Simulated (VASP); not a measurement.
# ZnS (F-43m) in VASP: notebook

Runs on ZnS. Level: PBEsol. Tasks: single point.

Program: VASP 6.6.1. These are calculated values, not measurements. Logs are shortened: lines on timing, memory, paths and dates and some standing lists are left out, and cuts for length are marked.

### 1 The cell of the first run

Symmetry: F-43m, No. 216, cubic system. Conventional cell: a = 4.963 Å, b = 4.963 Å, c = 4.963 Å, α = 90.00°, β = 90.00°, γ = 90.00°. Within 2.8 Å of Zn (site symmetry -43m) lie 4 S at 2.15 Å. Within 2.8 Å of S (site symmetry -43m) lie 4 Zn at 2.15 Å.

### 2 Single point, PBEsol

Input file INCAR:

```
PREC     = Accurate       # precision mode
ENCUT    = 500            # plane-wave cutoff, eV
EDIFF    = 1E-6           # SCF threshold, eV
ISMEAR   = -1             # smearing method
SIGMA    = 0.05           # smearing width, eV
LREAL    = False          # projectors in reciprocal space
LASPH    = True           # aspherical terms in the spheres
NELM     = 120            # most SCF steps
ALGO     = Normal         # electronic algorithm
ISIF     = 2              # what is computed and relaxed
LWAVE    = False          # write WAVECAR
LCHARG   = False          # write CHGCAR
GGA      = PS             # functional
NBANDS   = 16             # bands
GGA_COMPAT= False
```

Input file KPOINTS:

```
Automatic mesh
0
Gamma
  9 9 9
```

Input file POSCAR:

```
ZnS
1.0
    0.0000000000      2.4816295206      2.4816295206
    2.4816295206      0.0000000000      2.4816295206
    2.4816295206      2.4816295206      0.0000000000
Zn S
1 1
Direct
    0.7500000000      0.7500000000      0.7500000000
    0.0000000000      0.0000000000      0.0000000000
```

Potentials or basis: VASP PAW PBE potentials, release 64 (Zn, S).

Run with:

```sh
> cat potpaw_PBE.64/Zn/POTCAR potpaw_PBE.64/S/POTCAR > POTCAR
> mpirun -np 1 vasp_std > vasp.out
```

OUTCAR:

```text
PREC = Accurate
   ENCUT = 500
   EDIFF = 1E-6
   ISMEAR = -1
   LREAL = False
   LASPH = True
   NELM = 120
   ISIF = 2
   GGA = PS

 ion  position               nearest neighbor table
   1  0.750  0.750  0.750-   2 2.15   2 2.15   2 2.15   2 2.15
   2  0.000  0.000  0.000-   1 2.15   1 2.15   1 2.15   1 2.15

  LATTYP: Found a face centered cubic cell.
 ALAT       =     4.9632590412

  Lattice vectors:

 A1 = (   0.0000000000,   2.4816295206,   2.4816295206)
 A2 = (   2.4816295206,   0.0000000000,   2.4816295206)
 A3 = (   2.4816295206,   2.4816295206,   0.0000000000)

Analysis of symmetry for initial positions (statically):
=====================================================================
 Subroutine PRICEL returns:
 Original cell was already a primitive cell.

 Routine SETGRP: Setting up the symmetry group for a
 face centered cubic supercell.

 Subroutine GETGRP returns: Found 24 space group operations
 (whereof 24 operations were pure point group operations)
 out of a pool of 48 trial point group operations.

The static configuration has the point symmetry T_d .

Analysis of symmetry for dynamics (positions and initial velocities):
=====================================================================
 Subroutine PRICEL returns:
 Original cell was already a primitive cell.

 Routine SETGRP: Setting up the symmetry group for a
 face centered cubic supercell.

 Subroutine GETGRP returns: Found 24 space group operations
 (whereof 24 operations were pure point group operations)
 out of a pool of 48 trial point group operations.

The dynamic configuration has the point symmetry T_d .

 Subroutine INISYM returns: Found 24 space group operations
 (whereof 24 operations are pure point group operations),
 and found     1 'primitive' translations

----------------------------------------------------------------------------------------

                                     Primitive cell

  volume of cell :      30.5662

  direct lattice vectors                    reciprocal lattice vectors
     0.000000000  2.481629521  2.481629521    -0.201480517  0.201480517  0.201480517
     2.481629521  0.000000000  2.481629521     0.201480517 -0.201480517  0.201480517
     2.481629521  2.481629521  0.000000000     0.201480517  0.201480517 -0.201480517

  length of vectors
     3.509554125  3.509554125  3.509554125     0.348974493  0.348974493  0.348974493

  position of ions in fractional coordinates (direct lattice)
     0.750000000  0.750000000  0.750000000
     0.000000000  0.000000000  0.000000000

  ion indices of the primitive-cell ions
   primitive index   ion index
                 1           1
                 2           2

----------------------------------------------------------------------------------------

 KPOINTS: Automatic mesh

Automatic generation of k-mesh.
 Grid dimensions read from file:
 generate k-points for:    9    9    9

 Generating k-lattice:

  Cartesian coordinates                     Fractional coordinates (reciprocal lattice)
    -0.022386724  0.022386724  0.022386724     0.111111111  0.000000000  0.000000000
     0.022386724 -0.022386724  0.022386724     0.000000000  0.111111111  0.000000000
     0.022386724  0.022386724 -0.022386724     0.000000000  0.000000000  0.111111111

  Length of vectors
     0.038774944  0.038774944  0.038774944

  Shift w.r.t. Gamma in fractional coordinates (k-lattice)
     0.000000000  0.000000000  0.000000000

 Subroutine IBZKPT returns following result:
 ===========================================

 Found     35 irreducible k-points:

 Following reciprocal coordinates:
            Coordinates               Weight
  0.000000  0.000000  0.000000      1.000000
  0.111111  0.000000  0.000000      8.000000
  0.222222  0.000000  0.000000      8.000000
  0.333333  0.000000  0.000000      8.000000
  0.444444  0.000000  0.000000      8.000000
  0.111111  0.111111  0.000000      6.000000
[... 16 lines left out ...]
 -0.333333  0.333333  0.000000     12.000000
  0.444444  0.444444  0.000000      6.000000
 [... further k-points ...]
   k-points           NKPTS =     35   k-points in BZ     NKDIM =     35   number of bands    NBANDS=     16
   number of dos      NEDOS =    301   number of ions     NIONS =      2
   total plane-waves  NPLWV =  21952
   dimension x,y,z NGX =    28 NGY =   28 NGZ =   28
   dimension x,y,z NGXF=    56 NGYF=   56 NGZF=   56
   ions per type =               1   1
   NGX,Y,Z   is equivalent  to a cutoff of  13.26, 13.26, 13.26 a.u.
   NGXF,Y,Z  is equivalent  to a cutoff of  26.53, 26.53, 26.53 a.u.
 SYSTEM =  unknown system
   PREC   = accura    normal or accurate (medium, high low for compatibility)
   ISTART =      0    job   : 0-new  1-cont  2-samecut
   ICHARG =      2    charge: 1-file 2-atom 10-const
   ISPIN  =      1    spin polarized calculation?
   LNONCOLLINEAR =      F non collinear calculations
   LSORBIT =      F    spin-orbit coupling
   LASPH  =      T    aspherical Exc in radial PAW
   ENCUT  =  500.0 eV  36.75 Ry    6.06 a.u.   6.40  6.40  6.40*2*pi/ulx,y,z
   NELM   =    120;   NELMIN=  2; NELMDL= -5     # of ELM steps
   EDIFF  = 0.1E-05   stopping-criterion for ELM
   LREAL  =      F    real-space projection
[... 7 lines left out ...]
   TEBEG  =    0.0;   TEEND  =   0.0 temperature during run
   PSTRESS=    0.0 pullay stress
   NELECT =      18.0000    total number of electrons
   NUPDOWN=      -1.0000    fix difference up-down
   EMIN   =  10.00;   EMAX   =-10.00  energy-range for DOS
   EFERMI =   0.00;   METHOD = LEGACY
   ISMEAR =    -1;   SIGMA  =   0.05  broadening in eV -4-tet -1-fermi 0-gaus
   EFERMI_NEDOS =   21; number of points for ismear=-14 and -15
   IALGO  =     38    algorithm
   IMIX   =      4    mixing-type and parameters
     AMIX     =   0.40;   BMIX     =  1.00
     AMIX_MAG =   1.60;   BMIX_MAG =  1.00
  volume/ion in A,a.u.               =      15.28       103.14
  Fermi-wavevector in a.u.,A,eV,Ry     =   1.372204  2.593090 25.619011  1.882944
  Thomas-Fermi vector in A             =   2.497832
   LORBIT       =      0    0 simple, 1 ext, 2 COOP (PROOUT), +10 PAW based schemes
   GGA     = PS    functional components
   LHFCALC =     F    Hartree Fock is set to
   AEXX    =    0.0000 exact exchange contribution
   IVDW    =     0    specifies the selected vdW correction
   LEPSILON=     F    determine dielectric tensor
   LRPA    =     F    only Hartree local field effects (RPA)
 non-spin polarized calculation
  energy-cutoff  :      500.00
  volume of cell :       30.57
 maximum number of plane-waves:       785
 NGX is ok and might be reduce to    28
   NGX = 13   NGY = 13   NGZ = 13

 number of electron      17.9999994 magnetization

 Free energy of the ion-electron system (eV)
  ---------------------------------------------------
  ext. energy  EPLUGINS =         0.00000000
  ---------------------------------------------------
  free energy    TOTEN  =        -6.97484059 eV

  energy without entropy =       -6.97484059  energy(sigma->0) =       -6.97484059

 E-fermi :   5.7885     XC(G=0): -11.0980

 val. band max:        4.7958483935   @ k =   0.0000   0.0000   0.0000
 cond. band min:       7.4127543399   @ k =   0.4444   0.4444   0.0000
 fundamental gap:      2.6169059464
 Fermi energy:         5.7885415972

 k-point     1 :       0.0000    0.0000    0.0000
  band No.  band energies     occupation
      1     -10.5136      2.00000
      2      -3.0062      2.00000
      3      -3.0062      2.00000
      4      -3.0062      2.00000
      5      -2.1637      2.00000
      6      -2.1637      2.00000
[... 8 lines left out ...]
     15      16.7685      0.00000
     16      17.8587      0.00000

 k-point     2 :       0.1111    0.0000    0.0000
  band No.  band energies     occupation
      1     -10.3728      2.00000
      2      -3.0287      2.00000
      3      -2.9788      2.00000
      4      -2.9788      2.00000
      5      -2.1674      2.00000
      6      -2.1674      2.00000
[... 8 lines left out ...]
     15      16.1146      0.00000
     16      18.3713      0.00000

 k-point     3 :       0.2222    0.0000    0.0000
  band No.  band energies     occupation
      1      -9.9846      2.00000
      2      -3.0607      2.00000
      3      -2.9149      2.00000
      4      -2.9149      2.00000
      5      -2.1667      2.00000
      6      -2.1667      2.00000
[... 8 lines left out ...]
     15      15.7084      0.00000
     16      17.6638      0.00000

 k-point     4 :       0.3333    0.0000    0.0000
  band No.  band energies     occupation
      1      -9.4697      2.00000
      2      -3.0025      2.00000
      3      -2.8565      2.00000
      4      -2.8565      2.00000
      5      -2.1434      2.00000
      6      -2.1434      2.00000
[... 8 lines left out ...]
     15      16.6313      0.00000
     16      17.2844      0.00000

 k-point     5 :       0.4444    0.0000    0.0000
  band No.  band energies     occupation
      1      -9.0724      2.00000
      2      -2.8292      2.00000
      3      -2.8292      2.00000
      4      -2.7305      2.00000
      5      -2.1116      2.00000
      6      -2.1116      2.00000
[... 8 lines left out ...]
     15      18.3387      0.00000
     16      18.3387      0.00000

 k-point     6 :       0.1111    0.1111    0.0000
  band No.  band energies     occupation
      1     -10.3258      2.00000
      2      -3.0563      2.00000
      3      -2.9584      2.00000
      4      -2.9584      2.00000
      5      -2.1921      2.00000
      6      -2.1467      2.00000
[... 8 lines left out ...]
     15      16.9370      0.00000
     16      19.0532      0.00000
[... 267 lines left out ...]
 k-point    21 :       0.4444    0.3333    0.0000
  band No.  band energies     occupation
      1      -8.7787      2.00000
      2      -3.2720      2.00000
      3      -2.5468      2.00000
      4      -2.5397      2.00000
      5      -2.0871      2.00000
      6      -2.0461      2.00000
[... 8 lines left out ...]
     15      18.9734      0.00000
     16      21.7294      0.00000

 k-point    22 :      -0.4444    0.3333    0.0000
  band No.  band energies     occupation
      1      -8.5780      2.00000
      2      -3.1148      2.00000
      3      -2.5415      2.00000
      4      -2.4307      2.00000
      5      -2.0820      2.00000
      6      -1.7459      2.00000
[... 8 lines left out ...]
     15      18.3826      0.00000
     16      21.6851      0.00000

 k-point    23 :      -0.3333    0.3333    0.0000
  band No.  band energies     occupation
      1      -8.6309      2.00000
      2      -2.9629      2.00000
      3      -2.6056      2.00000
      4      -2.2989      2.00000
      5      -2.1407      2.00000
      6      -1.9492      2.00000
[... 8 lines left out ...]
     15      16.7675      0.00000
     16      22.8257      0.00000

 k-point    24 :       0.4444    0.4444    0.0000
  band No.  band energies     occupation
      1      -8.5777      2.00000
      2      -3.3579      2.00000
      3      -2.4555      2.00000
      4      -2.4555      2.00000
      5      -2.0223      2.00000
      6      -1.9802      2.00000
[... 8 lines left out ...]
     15      18.7126      0.00000
     16      21.0514      0.00000

 [... further k-points ...]

------------------------ aborting loop because EDIFF is reached ----------------------------------------

  FORCE on cell =-STRESS in cart. coord.  units (eV):
  Direction    XX          YY          ZZ          XY          YZ          ZX
  --------------------------------------------------------------------------------------
  -------------------------------------------------------------------------------------
  Total        5.8056064      5.8056064      5.8056064     -0.0000000      0.0000000     -0.0000000
  in kB      304.3107772    304.3107772    304.3107772     -0.0000000      0.0000000     -0.0000000
  external PRESSURE =     304.3107772 kB  Pullay stress =       0.0000000 kB

 VOLUME and BASIS-vectors are now :
 -----------------------------------------------------------------------------
  energy-cutoff  :      500.00
  volume of cell :       30.57
      direct lattice vectors                 reciprocal lattice vectors
     0.000000000  2.481629521  2.481629521    -0.201480517  0.201480517  0.201480517
     2.481629521  0.000000000  2.481629521     0.201480517 -0.201480517  0.201480517
     2.481629521  2.481629521  0.000000000     0.201480517  0.201480517 -0.201480517

 POSITION                                       TOTAL-FORCE (eV/Angst)
 -----------------------------------------------------------------------------------
      3.72244      3.72244      3.72244         0.000000     -0.000000      0.000000
      0.00000      0.00000      0.00000        -0.000000      0.000000     -0.000000
 -----------------------------------------------------------------------------------
    total drift:                                0.000001      0.000001      0.000001

  FREE ENERGIE OF THE ION-ELECTRON SYSTEM (eV)
  ---------------------------------------------------
  free  energy   TOTEN  =        -6.9748405872 eV

  energy  without entropy=       -6.9748405872  energy(sigma->0) =       -6.97484059
```

It took 28 s on 1 thread of AMD EPYC 7R13, shared host; peak memory 0.13 GiB.

Results:

- Free energy: -6.9748 eV
- Pressure: 30.4 GPa
- Band gap on the k mesh: 2.62 eV (least direct gap 3.15 eV)

Caveat: the cell stands under pressure; the PAW data sets were made with another functional, which shifts forces and pressure a little; an odd mesh through Γ misses points on the zone boundary, where band edges can lie. PBEsol gaps usually lie below the measured ones, often by a third to a half.

(Continued in part 2 of 2.)
